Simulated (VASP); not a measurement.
# SiC2 (P6/mmm) in VASP: relaxation of cell and atoms with PBE

Aim: the relaxation of cell and atoms of SiC2 with PBE.

All numbers are computed with VASP 6.6.1; they aren't measurements. Logs are shortened: lines on timing, memory, paths and dates and some standing lists are left out, and cuts for length are marked.

**1. The cell of the first run**

It takes space group P6/mmm (No. 191, hexagonal). The conventional cell has a = 2.471 Å, b = 2.471 Å, c = 9.021 Å, α = 90.00°, β = 90.00°, γ = 120.00°. Within 3.3 Å of Si (site symmetry 6/mmm) lie 6 Si at 2.47 Å. Within 1.9 Å of C (site symmetry -6m2) lie 3 C at 1.43 Å.

**2. Relaxation of cell and atoms, PBE**

INCAR reads:

```
ALGO = Normal
EDIFF = 1E-6
EDIFFG = -0.01
ENCUT = 600
GGA = PE
IBRION = 2
ISIF = 3
ISMEAR = 0
LASPH = True
LCHARG = False
LREAL = False
LWAVE = False
NELM = 100
NSW = 100
PREC = Accurate
SIGMA = 0.1
```

KPOINTS reads:

```
k-points
0
Gamma
  24 24 6
```

POSCAR reads:

```
SiC2
1.0
    2.4707324617      0.0000000000      0.0000000000
   -1.2353662309      2.1397170778      0.0000000000
    0.0000000000      0.0000000000      9.0210338899
Si C
1 2
Direct
    0.0000000000      0.0000000000      0.5000000000
    0.6666666667      0.3333333333      0.0000000000
    0.3333333333      0.6666666667      0.0000000000
```

Potentials or basis: VASP PAW PBE potentials, release 64 (Si, C).

The run is started by

```sh
$ cat potpaw_PBE.64/Si/POTCAR potpaw_PBE.64/C/POTCAR > POTCAR
$ mpirun -np 1 vasp_std > vasp.out
```

OUTCAR:

```text
EDIFF = 1E-6
   EDIFFG = -0.01
   ENCUT = 600
   GGA = PE
   IBRION = 2
   ISIF = 3
   ISMEAR = 0
   LASPH = True
   LREAL = False
   NELM = 100
   NSW = 100
   PREC = Accurate

 ion  position               nearest neighbor table
   1  0.000  0.000  0.500-
   2  0.667  0.333  0.000-   3 1.43   3 1.43   3 1.43
   3  0.333  0.667  0.000-   2 1.43   2 1.43   2 1.43

  LATTYP: Found a hexagonal cell.
 ALAT       =     2.4707324617
 C/A-ratio  =     3.6511577153

  Lattice vectors:

 A1 = (   2.4707324617,   0.0000000000,   0.0000000000)
 A2 = (  -1.2353662309,   2.1397170778,   0.0000000000)
 A3 = (   0.0000000000,   0.0000000000,   9.0210338899)

Analysis of symmetry for initial positions (statically):
=====================================================================
 Subroutine PRICEL returns:
 Original cell was already a primitive cell.

 Routine SETGRP: Setting up the symmetry group for a
 hexagonal supercell.

 Subroutine GETGRP returns: Found 24 space group operations
 (whereof 24 operations were pure point group operations)
 out of a pool of 24 trial point group operations.

The static configuration has the point symmetry D_6h.

Analysis of symmetry for dynamics (positions and initial velocities):
=====================================================================
 Subroutine PRICEL returns:
 Original cell was already a primitive cell.

 Routine SETGRP: Setting up the symmetry group for a
 hexagonal supercell.

 Subroutine GETGRP returns: Found 24 space group operations
 (whereof 24 operations were pure point group operations)
 out of a pool of 24 trial point group operations.

The dynamic configuration has the point symmetry D_6h.

 Subroutine INISYM returns: Found 24 space group operations
 (whereof 24 operations are pure point group operations),
 and found     1 'primitive' translations

----------------------------------------------------------------------------------------

                                     Primitive cell

  volume of cell :      47.6912

  direct lattice vectors                    reciprocal lattice vectors
     2.470732462  0.000000000  0.000000000     0.404738277  0.233675753  0.000000000
    -1.235366231  2.139717078  0.000000000     0.000000000  0.467351507  0.000000000
     0.000000000  0.000000000  9.021033890     0.000000000  0.000000000  0.110852039

  length of vectors
     2.470732462  2.470732462  9.021033890     0.467351507  0.467351507  0.110852039

  position of ions in fractional coordinates (direct lattice)
[... 92 lines left out ...]
   NELECT =      12.0000    total number of electrons
   NUPDOWN=      -1.0000    fix difference up-down
   EMIN   =  10.00;   EMAX   =-10.00  energy-range for DOS
   EFERMI =   0.00;   METHOD = LEGACY
   ISMEAR =     0;   SIGMA  =   0.10  broadening in eV -4-tet -1-fermi 0-gaus
   EFERMI_NEDOS =   21; number of points for ismear=-14 and -15
   IALGO  =     38    algorithm
   IMIX   =      4    mixing-type and parameters
     AMIX     =   0.40;   BMIX     =  1.00
     AMIX_MAG =   1.60;   BMIX_MAG =  1.00
  volume/ion in A,a.u.               =      15.90       107.28
  Fermi-wavevector in a.u.,A,eV,Ry     =   1.033528  1.953086 14.533487  1.068181
  Thomas-Fermi vector in A             =   2.167780
   LORBIT       =      0    0 simple, 1 ext, 2 COOP (PROOUT), +10 PAW based schemes
   GGA     = PE    functional components
   LHFCALC =     F    Hartree Fock is set to
   AEXX    =    0.0000 exact exchange contribution
   IVDW    =     0    specifies the selected vdW correction
   LEPSILON=     F    determine dielectric tensor
   LRPA    =     F    only Hartree local field effects (RPA)
 conjugate gradient relaxation of ions
 non-spin polarized calculation
 Gauss-broadening in eV      SIGMA  =   0.10
  energy-cutoff  :      600.00
  volume of cell :       47.69
 maximum number of plane-waves:      1628
 NGX is ok and might be reduce to    20
   NGX =  9   NGY =  9   NGZ = 37

 number of electron      12.0000000 magnetization

 Free energy of the ion-electron system (eV)
  ---------------------------------------------------
  ext. energy  EPLUGINS =         0.00000000
  ---------------------------------------------------
  free energy    TOTEN  =       -22.91672435 eV

  energy without entropy =      -22.91398282  energy(sigma->0) =      -22.91535358

 E-fermi :   3.3188     XC(G=0):  -8.4245

 val. band max:        3.3170615282   @ k =   0.2500   0.1667   0.0000
 cond. band min:       3.3950426199   @ k =   0.3333   0.3333   0.0000
 fundamental gap:      0.0779810917
 Fermi energy:         3.3188175135

 k-point     1 :       0.0000    0.0000    0.0000
  band No.  band energies     occupation
      1     -16.0812      2.00000
      2      -9.4840      2.00000
      3      -4.2000      2.00000
      4      -0.6380      2.00000
      5       0.3428      2.00000
      6       0.3428      2.00000
      7       5.7316      0.00000
      8      10.2125      0.00000
      9      11.6611      0.00000
     10      11.6611      0.00000
[... 287 lines left out ...]
 k-point    24 :       0.4583    0.0417    0.0000
  band No.  band energies     occupation
      1     -11.0044      2.00000
      2      -9.6063      2.00000
      3      -3.1419      2.00000
      4      -2.5089      2.00000
      5      -0.9261      2.00000
      6       1.0162      2.00000
      7       5.0702      0.00000
      8       5.9741      0.00000
      9       8.2217      0.00000
     10      10.6590      0.00000

 [... further k-points ...]

------------------------ aborting loop because EDIFF is reached ----------------------------------------

  FORCE on cell =-STRESS in cart. coord.  units (eV):
  Direction    XX          YY          ZZ          XY          YZ          ZX
  --------------------------------------------------------------------------------------
  -------------------------------------------------------------------------------------
  Total        0.0056007      0.0056007     -0.0226842     -0.0000000      0.0000000      0.0000000
  in kB        0.1881529      0.1881529     -0.7620703     -0.0000000      0.0000000      0.0000000
  external PRESSURE =      -0.1285882 kB  Pullay stress =       0.0000000 kB

 VOLUME and BASIS-vectors are now :
 -----------------------------------------------------------------------------
  energy-cutoff  :      600.00
  volume of cell :       47.69
      direct lattice vectors                 reciprocal lattice vectors
     2.470732462  0.000000000  0.000000000     0.404738277  0.233675753  0.000000000
    -1.235366231  2.139717078  0.000000000     0.000000000  0.467351507  0.000000000
     0.000000000  0.000000000  9.021033890     0.000000000  0.000000000  0.110852039

 POSITION                                       TOTAL-FORCE (eV/Angst)
 -----------------------------------------------------------------------------------
      0.00000      0.00000      4.51052         0.000000      0.000000      0.000000
      1.23537      0.71324      0.00000         0.000000      0.000000      0.000000
     -0.00000      1.42648      0.00000        -0.000000      0.000000      0.000000
 -----------------------------------------------------------------------------------
    total drift:                                0.000000     -0.000000     -0.000000

  FREE ENERGIE OF THE ION-ELECTRON SYSTEM (eV)
  ---------------------------------------------------
  free  energy   TOTEN  =       -22.9167243468 eV

  energy  without entropy=      -22.9139828232  energy(sigma->0) =      -22.91535358

 reached required accuracy - stopping structural energy minimisation
```

Wall time 2.8 min (1 thread of Intel Xeon 8259CL, shared host); peak memory 0.28 GiB.

Results:

- Free energy: -22.9167 eV
- Pressure after relaxing: 0.0 GPa
- Band gap on the k mesh: zero (bands 6 and 7 overlap by 1.23 eV)

Stress tensor (GPa, compression positive):
```
 0.02  0.00  0.00
 0.00  0.02  0.00
 0.00  0.00 -0.08
```

Final structure:
```
CELL_PARAMETERS angstrom
2.47073 0.00000 0.00000
-1.23537 2.13972 0.00000
0.00000 0.00000 9.02103
ATOMIC_POSITIONS crystal
Si 0.00000 0.00000 0.50000
C 0.66667 0.33333 0.00000
C 0.33333 0.66667 0.00000
```

The gap in the log of VASP goes by the Fermi energy; the results here count the filled bands.